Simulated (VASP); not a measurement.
Crystal: HgH.

```xyz
6
Lattice="5.8533 0.0000 0.0000 -2.9267 5.0691 0.0000 0.0000 0.0000 3.0986" Properties=species:S:1:pos:R:3 pbc="T T T"
Hg    0.0000    3.3794    1.5493
Hg    0.0000    0.0000    0.0000
Hg    2.9267    1.6897    1.5493
H     4.3900    2.5346    0.0000
H     0.0000    5.0691    0.0000
H     1.4633    2.5346    0.0000
```

| Property | Result |
| --- | --- |
| Program | VASP 6.6.1 |
| Task | relaxation of cell and atoms |
| Functional | PBE |
| Potentials or basis | VASP PAW PBE potentials, release 64 (Hg, H) |
| Cutoff | 600 eV |
| k mesh | 6 × 6 × 10 |
| Occupations | gaussian, width 0.1 eV |
| Spin | no spin polarisation |

At the start: pressure 0.3 GPa; volume 15.32 Å³/atom.

**Question.** How do energy, volume and symmetry change on relaxing?

**Answer.** Over 3 steps the energy falls by 4.8 meV/atom and the volume is 15.60 Å³/atom (+1.8 %); space group P6/mmm (No. 191, to 0.1 Å) before and after.

The path:
```
step  energy change (eV)  largest force (eV/Å)  pressure (GPa)  volume (Å³)
   1              0.0000                0.0000            0.34        91.94
   2             -0.0114                0.0000            0.21        92.37
   3             -0.0285                0.0000            0.02        93.63
```

Final structure:
```yaml
crystal:
  lattice:
    - [5.98100, 0.00000, 0.00000]
    - [-2.99050, 5.17970, 0.00000]
    - [0.00000, 0.00000, 3.02220]
  atoms:
    - { symbol: Hg, position: [0.33333, 0.66667, 0.50000] }
    - { symbol: Hg, position: [0.00000, 0.00000, 0.00000] }
    - { symbol: Hg, position: [0.66667, 0.33333, 0.50000] }
    - { symbol: H, position: [0.00000, 0.50000, 0.00000] }
    - { symbol: H, position: [0.50000, 0.00000, 0.00000] }
    - { symbol: H, position: [0.50000, 0.50000, 0.00000] }
```

Caveat: an odd number of electrons without spin polarisation forces a metal; a magnetic or distorted state may lie lower.
